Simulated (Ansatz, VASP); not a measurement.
# TaN: VASP beside Ansatz

```xyz
4
Lattice="3.1078 0.0000 0.0000 -1.5539 2.6914 0.0000 0.0000 0.0000 5.0145" Properties=species:S:1:pos:R:3 pbc="T T T"
Ta    0.0000    0.0000    0.0000
Ta    0.0000    0.0000    2.5072
N     0.0000    1.7943    1.2536
N     1.5539    0.8971    3.7608
```

Change from the starting cell: volume scaled by 1.06, crystal datasets.

Alike in both runs: task electric field gradients; functional PBE; k mesh 9 × 9 × 5; occupations fermi-dirac, width 0.01 eV; no spin polarisation.

|  | VASP | Ansatz |
| --- | --- | --- |
| version | VASP 6.6.1 | Ansatz 0.2.0 |
| potentials or method | VASP PAW PBE potentials, release 64 (Ta_pv, N), cutoff 520 eV | all-electron PAW with datasets made for the crystal, scalar-relativistic |

Ansatz gave:

| Property | Result |
| --- | --- |
| pressure (GPa) | 31.4 |
| traceless stress, the component that is largest in VASP (GPa) | 47.09 |
| size of Vzz on the site where it differs most (V/Å²) | 211.9 |

Task: What did VASP give for the same quantities?

Result: Pressure (GPa): 32.6; traceless stress, the component that is largest in VASP (GPa): 47.41; size of Vzz on the site where it differs most (V/Å²): 180.6.

Both programs put the cell under a high pressure, so it lies far from rest at this level. Ansatz ran all-electron here, and VASP with PAW potentials.

Neither program's run includes spin-orbit coupling.
